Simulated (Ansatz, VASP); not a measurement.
**SiC in VASP and in Ansatz**

Contents of POSCAR:

```
SiC
1.0
   -3.0759982064      0.0000000000      0.0000000000
   -1.5379991032     -2.6638925888      0.0000000000
    0.0000000000      0.0000000000     16.0960000000
Si C
4 4
Direct
    0.3333333333      0.3333333333      0.4100559145
    0.3333333333      0.3333333333      0.0964376243
    0.6666666667      0.6666666667      0.5668650596
    0.6666666667      0.6666666667      0.2532467694
    0.3333333333      0.3333333333      0.5307989563
    0.3333333333      0.3333333333      0.2171806660
    0.6666666667      0.6666666667      0.0603715209
    0.6666666667      0.6666666667      0.3739898111
```

Contents of INCAR.step1:

```
SYSTEM = SiC
  PREC = Accurate
  ENCUT = 520
  ISMEAR = 0
  SIGMA = 0.05
  LREAL = .False.
  LASPH = .True.
  NELM = 100
  NBANDS = 26
  GGA = PE
  ALGO = Normal
  EDIFF = 1E-4
  LWAVE = .True.
  LCHARG = .False.
```

File INCAR.step2:

```
SYSTEM = SiC
  PREC = Accurate
  ENCUT = 520
  EDIFF = 1E-6
  ISMEAR = 0
  SIGMA = 0.05
  LREAL = .False.
  LASPH = .True.
  NELM = 100
  ALGO = Normal
  ISIF = 2
  LWAVE = .False.
  LCHARG = .False.
  METAGGA = R2SCAN
  LMIXTAU = .True.
  NBANDS = 26
  ISTART = 1
```

The input KPOINTS:

```
regular mesh
0
Gamma
  8 8 3
  0 0 0
```

Input for Ansatz:

```yaml
crystal:
  lattice:
    - [-3.0759982064, 0.0, 0.0]
    - [-1.5379991032, -2.6638925888, 0.0]
    - [0.0, 0.0, 16.096]
  atoms:
    - { symbol: Si, position: [0.3333333333, 0.3333333333, 0.4100559145] }
    - { symbol: Si, position: [0.3333333333, 0.3333333333, 0.0964376243] }
    - { symbol: Si, position: [0.6666666667, 0.6666666667, 0.5668650596] }
    - { symbol: Si, position: [0.6666666667, 0.6666666667, 0.2532467694] }
    - { symbol: C, position: [0.3333333333, 0.3333333333, 0.5307989563] }
    - { symbol: C, position: [0.3333333333, 0.3333333333, 0.217180666] }
    - { symbol: C, position: [0.6666666667, 0.6666666667, 0.0603715209] }
    - { symbol: C, position: [0.6666666667, 0.6666666667, 0.3739898111] }
basis:
  ecutwfc: 500
kpoints:
  mp_grid: { grid: [8, 8, 3] }
hamiltonian:
  xc: r2scan
scf:
  occupations: { method: gaussian, width: 0.05 }
output:
  forces: true
  stress: true
  eigenvalues: true
```

Alike in both runs: task single point; functional r2SCAN; k mesh 8 × 8 × 3; occupations gaussian, width 0.05 eV; no spin polarisation.

```csv
,VASP,Ansatz
version,VASP 6.6.1,Ansatz 0.2.0
potentials or method,"VASP PAW PBE potentials, release 64 (Si, C), cutoff 520 eV","scalar-relativistic, plane waves, PAW"
valence electrons in the cell,32,32
```

```csv
,VASP,Ansatz,Ansatz less VASP
gap on the k mesh at the Fermi level (eV),none,none,-
rms of the force components (eV/Å),0.704,0.704,-0.0002
```

VASP's potentials were made for PBE, not for r2SCAN. Atom by atom the forces differ by 0.005 eV/Å (rms over components). A gap of «none» marks a metal or a gap that the smearing closes. With one functional, cell and mesh, what is left measures potentials, basis and numerics.
